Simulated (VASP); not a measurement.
Nb:

```
Nb
1.0
    -1.66395    1.66395    1.66395
     1.66395   -1.66395    1.66395
     1.66395    1.66395   -1.66395
Nb
1
Direct
  0.00000 0.00000 0.00000
```

| Item | Value |
| --- | --- |
| Program | VASP 6.6.1 |
| Task | relaxation of volume and atoms at fixed shape |
| Functional | r2SCAN |
| Potentials or basis | VASP PAW PBE potentials, release 64 (Nb_sv) |
| Cutoff | 600 eV |
| k mesh | 18 × 18 × 18 |
| Occupations | fermi-dirac, width 0.1 eV |
| Spin | no spin polarisation |

At the start: pressure -3.6 GPa; volume 18.43 Å³/atom.

How do energy, volume and symmetry change on relaxing?

Over 3 steps the energy falls by 4.6 meV/atom and the volume is 18.04 Å³/atom (-2.1 %); space group Im-3m (No. 229, to 0.1 Å) before and after.

Step by step:
| step | energy change (eV) | largest force (eV/Å) | pressure (GPa) | volume (Å³) |
| --- | --- | --- | --- | --- |
| 1 | 0.0000 | 0.0000 | -3.64 | 18.43 |
| 2 | 0.0112 | 0.0000 | 7.42 | 17.34 |
| 3 | -0.0046 | 0.0000 | -0.06 | 18.04 |

Final structure:
```xyz
1
Lattice="-1.6521 1.6521 1.6521 1.6521 -1.6521 1.6521 1.6521 1.6521 -1.6521" Properties=species:S:1:pos:R:3 pbc="T T T"
Nb    0.0000    0.0000    0.0000
```

Caveat: the PAW data sets were made with another functional, which shifts forces and pressure a little.
